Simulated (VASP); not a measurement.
# InP (I4/mmm) in VASP: notebook

InP is run at these levels: PBEsol; tasks: single point.

Program: VASP 6.6.1. These are calculated values, not measurements. Logs are shortened: lines on timing, memory, paths and dates and some standing lists are left out, and cuts for length are marked.

### 1 The cell of the first run

Symmetry: I4/mmm, No. 139, tetragonal system. The conventional cell has a = 3.911 Å, b = 3.911 Å, c = 6.085 Å, α = 90.00°, β = 90.00°, γ = 90.00°. Within 3.6 Å of In (site symmetry 4/mmm) lie 6 P at 2.77 to 3.04 Å. P (site symmetry 4/mmm) has 6 In at 2.77 to 3.04 Å within 3.6 Å.

### 2 Single point, PBEsol

Contents of INCAR:

```
  PREC = Accurate
  ENCUT = 520
  EDIFF = 1E-6
  ISMEAR = 0
  SIGMA = 0.15
  LREAL = F
  LASPH = T
  NELM = 100
  ALGO = Normal
  ISIF = 2
  LWAVE = F
  LCHARG = F
  GGA = PS
  NBANDS = 16
```

Contents of KPOINTS:

```
regular mesh
0
Gamma
  6 6 6
```

Contents of POSCAR:

```
InP
1.0
    0.0000000000      2.7657221691      3.0422943860
    2.7657221691      0.0000000000      3.0422943860
    2.7657221691      2.7657221691      0.0000000000
In P
1 1
Direct
    0.0000000000      0.0000000000      0.0000000000
    0.5000000000      0.5000000000      0.5000000000
```

Potentials or basis: VASP PAW PBE potentials, release 64 (In_d, P).

On the command line:

```bash
$ cat potpaw_PBE.64/In_d/POTCAR potpaw_PBE.64/P/POTCAR > POTCAR
$ mpirun -np 1 vasp_std > vasp.out
```

OUTCAR:

```text
PREC = Accurate
   ENCUT = 520
   EDIFF = 1E-6
   ISMEAR = 0
   LREAL = F
   LASPH = T
   NELM = 100
   ISIF = 2
   GGA = PS

 ion  position               nearest neighbor table
   1  0.000  0.000  0.000-   2 2.77   2 2.77   2 2.77   2 2.77   2 3.04   2 3.04
   2  0.500  0.500  0.500-   1 2.77   1 2.77   1 2.77   1 2.77   1 3.04   1 3.04

  LATTYP: Found a body centered tetragonal cell.
 ALAT       =     3.9113218013
 C/A-ratio  =     1.5556349186

  Lattice vectors:

 A1 = (  -2.7657221691,   0.0000000000,   3.0422943860)
 A2 = (   2.7657221691,   0.0000000000,   3.0422943860)
 A3 = (   0.0000000000,   2.7657221691,  -3.0422943860)

Analysis of symmetry for initial positions (statically):
=====================================================================
 Subroutine PRICEL returns:
 Original cell was already a primitive cell.

 Routine SETGRP: Setting up the symmetry group for a
 body centered tetragonal supercell.

 Subroutine GETGRP returns: Found 16 space group operations
 (whereof 16 operations were pure point group operations)
 out of a pool of 16 trial point group operations.

The static configuration has the point symmetry D_4h.

Analysis of symmetry for dynamics (positions and initial velocities):
=====================================================================
 Subroutine PRICEL returns:
 Original cell was already a primitive cell.

 Routine SETGRP: Setting up the symmetry group for a
 body centered tetragonal supercell.

 Subroutine GETGRP returns: Found 16 space group operations
 (whereof 16 operations were pure point group operations)
 out of a pool of 16 trial point group operations.

The dynamic configuration has the point symmetry D_4h.

 Subroutine INISYM returns: Found 16 space group operations
 (whereof 16 operations are pure point group operations),
 and found     1 'primitive' translations

----------------------------------------------------------------------------------------

                                     Primitive cell

  volume of cell :      46.5424

  direct lattice vectors                    reciprocal lattice vectors
     0.000000000  2.765722169  3.042294386    -0.180784609  0.180784609  0.164349644
     2.765722169  0.000000000  3.042294386     0.180784609 -0.180784609  0.164349644
     2.765722169  2.765722169  0.000000000     0.180784609  0.180784609 -0.164349644

  length of vectors
     4.111541590  4.111541590  3.911321801     0.303935774  0.303935774  0.303935774

  position of ions in fractional coordinates (direct lattice)
     0.000000000  0.000000000  0.000000000
     0.500000000  0.500000000  0.500000000

  ion indices of the primitive-cell ions
   primitive index   ion index
                 1           1
                 2           2

----------------------------------------------------------------------------------------

 KPOINTS: regular mesh

Automatic generation of k-mesh.
 Grid dimensions read from file:
 generate k-points for:    6    6    6

 Generating k-lattice:

  Cartesian coordinates                     Fractional coordinates (reciprocal lattice)
    -0.030130768  0.030130768  0.027391607     0.166666667  0.000000000  0.000000000
     0.030130768 -0.030130768  0.027391607     0.000000000  0.166666667  0.000000000
     0.030130768  0.030130768 -0.027391607     0.000000000  0.000000000  0.166666667

  Length of vectors
     0.050655962  0.050655962  0.050655962

  Shift w.r.t. Gamma in fractional coordinates (k-lattice)
     0.000000000  0.000000000  0.000000000

 Subroutine IBZKPT returns following result:
 ===========================================

 Found     30 irreducible k-points:

 Following reciprocal coordinates:
            Coordinates               Weight
  0.000000  0.000000  0.000000      1.000000
  0.166667  0.000000  0.000000      8.000000
  0.333333 -0.000000  0.000000      8.000000
  0.500000  0.000000  0.000000      4.000000
  0.166667  0.166667  0.000000      2.000000
  0.333333  0.166667  0.000000      8.000000
[... 16 lines left out ...]
  0.333333  0.000000  0.333333      4.000000
  0.500000  0.000000  0.333333     16.000000
 [... further k-points ...]
   k-points           NKPTS =     30   k-points in BZ     NKDIM =     30   number of bands    NBANDS=     16
   number of dos      NEDOS =    301   number of ions     NIONS =      2
   total plane-waves  NPLWV =  30720
   dimension x,y,z NGX =    32 NGY =   32 NGZ =   30
   dimension x,y,z NGXF=    64 NGYF=   64 NGZF=   60
   ions per type =               1   1
   NGX,Y,Z   is equivalent  to a cutoff of  12.94, 12.94, 12.75 a.u.
   NGXF,Y,Z  is equivalent  to a cutoff of  25.88, 25.88, 25.50 a.u.
 SYSTEM =  unknown system
   PREC   = accura    normal or accurate (medium, high low for compatibility)
   ISTART =      0    job   : 0-new  1-cont  2-samecut
   ICHARG =      2    charge: 1-file 2-atom 10-const
   ISPIN  =      1    spin polarized calculation?
   LNONCOLLINEAR =      F non collinear calculations
   LSORBIT =      F    spin-orbit coupling
   LASPH  =      T    aspherical Exc in radial PAW
   ENCUT  =  520.0 eV  38.22 Ry    6.18 a.u.   7.64  7.64  7.27*2*pi/ulx,y,z
   NELM   =    100;   NELMIN=  2; NELMDL= -5     # of ELM steps
   EDIFF  = 0.1E-05   stopping-criterion for ELM
   LREAL  =      F    real-space projection
   EDIFFG = 0.1E-04   stopping-criterion for IOM
   NSW    =      0    number of steps for IOM
   IBRION =     -1    ionic relax: 0-MD 1-quasi-New 2-CG
   NFREE  =      0    steps in history (QN), initial steepest desc. (CG)
   ISIF   =      2    stress and relaxation
   ISYM   =      2    0-nonsym 1-usesym 2-fastsym
   POTIM  = 0.5000    time-step for ionic-motion
   TEBEG  =    0.0;   TEEND  =   0.0 temperature during run
   PSTRESS=    0.0 pullay stress
   NELECT =      18.0000    total number of electrons
   NUPDOWN=      -1.0000    fix difference up-down
   EMIN   =  10.00;   EMAX   =-10.00  energy-range for DOS
   EFERMI =   0.00;   METHOD = LEGACY
   ISMEAR =     0;   SIGMA  =   0.15  broadening in eV -4-tet -1-fermi 0-gaus
   EFERMI_NEDOS =   21; number of points for ismear=-14 and -15
   IALGO  =     38    algorithm
   IMIX   =      4    mixing-type and parameters
     AMIX     =   0.40;   BMIX     =  1.00
     AMIX_MAG =   1.60;   BMIX_MAG =  1.00
  volume/ion in A,a.u.               =      23.27       157.04
  Fermi-wavevector in a.u.,A,eV,Ry     =   1.192750  2.253971 19.356375  1.422653
  Thomas-Fermi vector in A             =   2.328781
   LORBIT       =      0    0 simple, 1 ext, 2 COOP (PROOUT), +10 PAW based schemes
   GGA     = PS    functional components
   LHFCALC =     F    Hartree Fock is set to
   AEXX    =    0.0000 exact exchange contribution
   IVDW    =     0    specifies the selected vdW correction
   LEPSILON=     F    determine dielectric tensor
   LRPA    =     F    only Hartree local field effects (RPA)
 non-spin polarized calculation
 Gauss-broadening in eV      SIGMA  =   0.15
  energy-cutoff  :      520.00
  volume of cell :       46.54
 maximum number of plane-waves:      1275
 NGX is ok and might be reduce to    32

 number of electron      17.9999999 magnetization

 Free energy of the ion-electron system (eV)
  ---------------------------------------------------
  ext. energy  EPLUGINS =         0.00000000
  ---------------------------------------------------
  free energy    TOTEN  =        -8.60757651 eV

  energy without entropy =       -8.59343135  energy(sigma->0) =       -8.60050393

 E-fermi :   5.9098     XC(G=0): -10.1250

 val. band max:        5.8959641636   @ k =   0.5000   0.3333   0.0000
 cond. band min:       6.0160529186   @ k =  -0.1667   0.0000   0.1667
 fundamental gap:      0.1200887550
 Fermi energy:         5.9098314322

 k-point     1 :       0.0000    0.0000    0.0000
  band No.  band energies     occupation
      1      -8.2277      2.00000
      2      -8.2077      2.00000
      3      -8.2053      2.00000
      4      -8.1703      2.00000
      5      -8.1703      2.00000
      6      -5.5534      2.00000
[... 8 lines left out ...]
     15      14.3597      0.00000
     16      14.6293      0.00000

 k-point     2 :       0.1667    0.0000    0.0000
  band No.  band energies     occupation
      1      -8.2286      2.00000
      2      -8.2194      2.00000
      3      -8.1915      2.00000
      4      -8.1689      2.00000
      5      -8.1600      2.00000
      6      -5.2516      2.00000
[... 8 lines left out ...]
     15      13.8784      0.00000
     16      14.0386      0.00000

 k-point     3 :       0.3333   -0.0000    0.0000
  band No.  band energies     occupation
      1      -8.2493      2.00000
      2      -8.2388      2.00000
      3      -8.1845      2.00000
      4      -8.1374      2.00000
      5      -8.1354      2.00000
      6      -4.4342      2.00000
[... 8 lines left out ...]
     15      15.2785      0.00000
     16      15.5396      0.00000

 k-point     4 :       0.5000    0.0000    0.0000
  band No.  band energies     occupation
      1      -8.2644      2.00000
      2      -8.2448      2.00000
      3      -8.1874      2.00000
      4      -8.1258      2.00000
      5      -8.1125      2.00000
      6      -3.7742      2.00000
[... 8 lines left out ...]
     15      16.6724      0.00000
     16      17.1916      0.00000
[... 324 lines left out ...]
 k-point    22 :      -0.3333    0.5000    0.1667
  band No.  band energies     occupation
      1      -8.3562      2.00000
      2      -8.2150      2.00000
      3      -8.2008      2.00000
      4      -8.1338      2.00000
      5      -8.1049      2.00000
      6      -3.2414      2.00000
[... 8 lines left out ...]
     15      17.2332      0.00000
     16      18.7430      0.00000

 k-point    23 :       0.3333    0.0000    0.3333
  band No.  band energies     occupation
      1      -8.3818      2.00000
      2      -8.2044      2.00000
      3      -8.1704      2.00000
      4      -8.1278      2.00000
      5      -8.1130      2.00000
      6      -3.7881      2.00000
[... 8 lines left out ...]
     15      16.2430      0.00000
     16      18.7532      0.00000

 k-point    24 :       0.5000    0.0000    0.3333
  band No.  band energies     occupation
      1      -8.4198      2.00000
      2      -8.2011      2.00000
      3      -8.1739      2.00000
      4      -8.1219      2.00000
      5      -8.0955      2.00000
      6      -2.9984      2.00000
[... 8 lines left out ...]
     15      17.5684      0.00000
     16      18.4929      0.00000

 [... further k-points ...]
[... 5 lines left out ...]
  --------------------------------------------------------------------------------------
  -------------------------------------------------------------------------------------
  Total       -1.6717391     -1.6717391     -2.9002883      0.0000000      0.0000000      0.0000000
  in kB      -57.5480665    -57.5480665    -99.8397352      0.0000000      0.0000000      0.0000000
  external PRESSURE =     -71.6452894 kB  Pullay stress =       0.0000000 kB

 VOLUME and BASIS-vectors are now :
 -----------------------------------------------------------------------------
  energy-cutoff  :      520.00
  volume of cell :       46.54
      direct lattice vectors                 reciprocal lattice vectors
     0.000000000  2.765722169  3.042294386    -0.180784609  0.180784609  0.164349644
     2.765722169  0.000000000  3.042294386     0.180784609 -0.180784609  0.164349644
     2.765722169  2.765722169  0.000000000     0.180784609  0.180784609 -0.164349644

 POSITION                                       TOTAL-FORCE (eV/Angst)
 -----------------------------------------------------------------------------------
      0.00000      0.00000      0.00000         0.000000     -0.000000      0.000000
      2.76572      2.76572      3.04229        -0.000000      0.000000     -0.000000
 -----------------------------------------------------------------------------------
    total drift:                                0.000000     -0.000000     -0.000000

  FREE ENERGIE OF THE ION-ELECTRON SYSTEM (eV)
  ---------------------------------------------------
  free  energy   TOTEN  =        -8.6075765101 eV

  energy  without entropy=       -8.5934313541  energy(sigma->0) =       -8.60050393
```

Run time: 24 s. Hardware: 1 thread of AMD EPYC 7R13 (Zen 3), shared host; peak memory 0.15 GiB.

Results:

```yaml
Free_energy: -8.6076 eV
Pressure: -7.2 GPa
Band_gap_on_the_k_mesh: zero (band 9 reaches 6.17 eV, above the bottom of band 10 at 3.99 eV)
```

Caveat: the PAW data sets were made with another functional, which shifts forces and pressure a little; spin-orbit coupling is left out, which moves the levels of the heavy elements.

### 3 Single point, PBEsol

This run uses another cell than the first one, of the same volume but with other edges.

Contents of INCAR:

```
  PREC = Accurate
  ENCUT = 520
  EDIFF = 1E-6
  ISMEAR = 0
  SIGMA = 0.15
  LREAL = False
  LASPH = True
  NELM = 80
  ALGO = Normal
  ISIF = 2
  LWAVE = False
  LCHARG = True
  GGA = PS
  LELF = True
  LVHAR = True
  NBANDS = 16
```

Contents of KPOINTS:

```
Automatic mesh
0
Gamma
  6 6 6
```

Contents of POSCAR:

```
InP
1.0
    0.0000000000      3.2958567472      2.1423068857
    3.2958567472      0.0000000000      2.1423068857
    3.2958567472      3.2958567472      0.0000000000
In P
1 1
Direct
    0.0000000000      0.0000000000      0.0000000000
    0.5000000000      0.5000000000      0.5000000000
```

Potentials or basis: VASP PAW PBE potentials, release 64 (In_d, P).

On the command line:

```bash
$ cat potpaw_PBE.64/In_d/POTCAR potpaw_PBE.64/P/POTCAR > POTCAR
$ mpirun -np 1 vasp_std > vasp.out
```

It took 29 s on 1 thread of AMD EPYC 7R13 (Zen 3), shared host; peak memory 0.15 GiB.

It converged, with:

| Property | Result |
| --- | --- |
| Free energy | -6.3775 eV |
| Pressure | 18.9 GPa |
| Band gap on the k mesh | zero (band 9 reaches 6.08 eV, above the bottom of band 10 at 4.42 eV) |

Stress tensor (GPa, compression positive):
```
-4.32  0.00  0.00
 0.00 -4.32  0.00
 0.00  0.00 65.30
```

Levels at points of the mesh, in eV from the Fermi level:
```tsv
k point	band 6	band 7	band 8	band 9	band 10	band 11	band 12	band 13
(0.00, 0.00, 0.00)	-11.49	-2.99	-0.02	-0.02	1.38	5.68	5.68	6.52
(0.50, 0.00, 0.00)	-10.39	-6.97	-0.51	-0.30	0.91	1.67	8.35	8.35
(0.50, 0.50, 0.00)	-8.66	-4.60	-3.52	-3.52	-1.56	2.81	8.48	8.48
(0.50, 0.00, 0.50)	-9.98	-4.87	-3.73	0.03	0.12	5.16	5.70	7.78
```

Caveat: the PAW data sets were made with another functional, which shifts forces and pressure a little; spin-orbit coupling is left out, which moves the levels of the heavy elements.

### 4 Single point, PBEsol

This run uses another cell than the first one, of the same volume but with other edges.

Contents of INCAR:

```
PREC = Accurate
ENCUT = 520
EDIFF = 1E-6
ISMEAR = 0
SIGMA = 0.15
LREAL = False
LASPH = True
NELM = 60
ALGO = Normal
ISIF = 2
LWAVE = False
LCHARG = False
GGA = PS
NBANDS = 16
```

KPOINTS is that of step 3.

Contents of POSCAR:

```
InP
1.0
    0.0000000000      2.4940722268      3.7411083402
    2.4940722268      0.0000000000      3.7411083402
    2.4940722268      2.4940722268      0.0000000000
In P
1 1
Direct
    0.0000000000      0.0000000000      0.0000000000
    0.5000000000      0.5000000000      0.5000000000
```

On the command line:

```bash
$ cat potpaw_PBE.64/In_d/POTCAR potpaw_PBE.64/P/POTCAR > POTCAR
$ mpirun -np 1 vasp_std > vasp.out
```

Wall time 35 s (1 thread of AMD EPYC 7R13 (Zen 3), shared host); peak memory 0.16 GiB.

Results (log left out):

* Free energy: -7.9766 eV
* Pressure: 7.3 GPa
* Band gap on the k mesh: zero (band 9 reaches 6.99 eV, above the bottom of band 10 at 5.26 eV)

Stress tensor (GPa, compression positive):
```
13.52  0.00  0.00
 0.00 13.52  0.00
 0.00  0.00 -5.22
```

Levels at points of the mesh, in eV from the Fermi level:
```
           k point  band 5  band 6  band 7  band 8  band 9  band 10  band 11  band 12  band 13  band 14
(0.00, 0.00, 0.00)  -14.43  -11.96   -1.28   -1.28   -1.12     0.89     4.69     5.71     5.75     8.78
(0.50, 0.00, 0.00)  -14.39  -10.35   -7.11   -0.84    0.97     1.03     4.22     4.55     6.27     9.79
(0.50, 0.50, 0.00)  -14.41  -11.25   -4.49   -1.62   -1.62     0.55     4.92     6.94    11.25    11.25
(0.50, 0.00, 0.50)  -14.28   -7.80   -5.20   -4.70   -3.17    -0.63     4.09     4.81     8.71     8.90
```

Caveat: the PAW data sets were made with another functional, which shifts forces and pressure a little; spin-orbit coupling is left out, which moves the levels of the heavy elements.

### 5 Single point, PBEsol

This run uses another cell than the first one, of the same volume but with other edges.

Contents of INCAR:

```
ALGO = Normal
EDIFF = 1E-7
ENCUT = 520
GGA = PS
ISIF = 2
ISMEAR = 0
LASPH = T
LCHARG = F
LREAL = F
LWAVE = F
NBANDS = 16
NELM = 80
PREC = Accurate
SIGMA = 0.15
```

Contents of KPOINTS:

```
k-points
0
Gamma
  6 6 6
```

Contents of POSCAR:

```
InP
1.0
    0.0000000000      2.8941144496      2.7783498716
    2.8941144496      0.0000000000      2.7783498716
    2.8941144496      2.8941144496      0.0000000000
In P
1 1
Direct
    0.0000000000      0.0000000000      0.0000000000
    0.5000000000      0.5000000000      0.5000000000
```

On the command line:

```bash
$ cat potpaw_PBE.64/In_d/POTCAR potpaw_PBE.64/P/POTCAR > POTCAR
$ mpirun -np 1 vasp_std > vasp.out
```

It took 23 s on 1 thread of AMD EPYC 7R13 (Zen 3), shared host; peak memory 0.14 GiB.

It converged, with:

```
Free energy            : -8.6402 eV
Pressure               : -7.7 GPa
Band gap on the k mesh : zero (band 9 reaches 6.12 eV, above the bottom of band 10 at 3.68 eV)
```

Stress tensor (GPa, compression positive):
```
-8.91  0.00  0.00
 0.00 -8.91  0.00
 0.00  0.00 -5.41
```

Levels at points of the mesh, in eV from the Fermi level:
```
           k point  band 5  band 6  band 7  band 8  band 9  band 10  band 11  band 12  band 13  band 14
(0.00, 0.00, 0.00)  -13.99  -11.40   -0.49   -0.22   -0.11    -0.11     6.94     6.94     7.22     7.48
(0.50, 0.00, 0.00)  -13.94   -9.61   -6.23    0.04    0.18     2.28     3.21     3.57     4.50    10.45
(0.50, 0.50, 0.00)  -13.92   -8.53   -4.48   -2.86   -2.18    -2.18     3.81     8.90     8.90     9.54
(0.50, 0.00, 0.50)  -13.92   -8.85   -4.45   -2.53   -2.26    -1.80     3.98     8.55     9.16     9.68
```

Caveat: the PAW data sets were made with another functional, which shifts forces and pressure a little; spin-orbit coupling is left out, which moves the levels of the heavy elements.

### 6 Overview

```csv
cell,gap on the mesh (eV),pressure (GPa)
"a = 4.112, b = 4.112, c = 3.911 Å, angles 61.6, 61.6, 56.8°, 2 atoms",none,-7.2
"a = 3.931, b = 3.931, c = 4.661 Å, angles 53.6, 53.6, 72.7°, 2 atoms",none,18.9
"a = 4.496, b = 4.496, c = 3.527 Å, angles 66.9, 66.9, 46.2°, 2 atoms",none,7.3
"a = 4.012, b = 4.012, c = 4.093 Å, angles 59.3, 59.3, 61.3°, 2 atoms",none,-7.7
```

Alike in all rows: task single point; level PBEsol; potentials or basis VASP PAW PBE potentials, release 64 (In_d, P); no spin polarisation; k mesh 6 × 6 × 6; cutoff (eV) 520; smearing gaussian 0.15 eV.

Caveats: the PAW data sets were made with another functional, which shifts forces and pressure a little; spin-orbit coupling is left out, which moves the levels of the heavy elements.

Total energies depend on the potentials used, so only differences within one code and one set of settings carry meaning.
